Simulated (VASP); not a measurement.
Write the native input for VASP 6.6.1 that does the following.

| Property | Result |
| --- | --- |
| Task | single point |
| Functional | PBE |
| Potentials or basis | VASP PAW PBE potentials, release 64 (P) |
| Cutoff | 520 eV |
| k mesh | 15 × 15 × 15 |
| Occupations | gaussian, width 0.1 eV |
| Spin | no spin polarisation |
| Dipole correction | no |
| Further INCAR settings | ALGO = Normal; EDIFF = 1e-07; NBANDS = 12 |

The structure of P lies in POSCAR:

```
P
1.0
    1.6927120553      0.9772877608      2.8820284327
   -1.6927120553      0.9772877608      2.8820284327
    0.0000000000     -1.9545755216      2.8820284327
P
2
Direct
    0.2302754648      0.2302754648      0.2302754648
    0.7697245352      0.7697245352      0.7697245352
```

This cell differs from its parent crystal: strained.

One way to write it, as run:

INCAR

```
PREC = Accurate
ENCUT = 520
EDIFF = 1E-7
ISMEAR = 0
SIGMA = 0.1
LREAL = F
LASPH = T
NELM = 100
ALGO = Normal
ISIF = 2
LWAVE = F
LCHARG = F
GGA = PE
NBANDS = 12
```

KPOINTS

```
regular mesh
0
Gamma
  15 15 15
```

Potentials or basis: VASP PAW PBE potentials, release 64 (P).

Launch:

```bash
$ cat potpaw_PBE.64/P/POTCAR > POTCAR
$ mpirun -np 1 vasp_std > vasp.out
```

Results of the run:

| Item | Value |
| --- | --- |
| Pressure | 11.3 GPa |
| Largest force | 0.640 eV/Å |
| Band gap on the k mesh | zero (bands 5 and 6 overlap by 1.59 eV) |

Caveat: the cell differs from its parent crystal (strained); the cell stands under pressure.

It took 50 s on 1 thread of Intel(R) Xeon(R) 6975P-C (Granite Rapids) (shared host), peak memory 0.21 GiB.
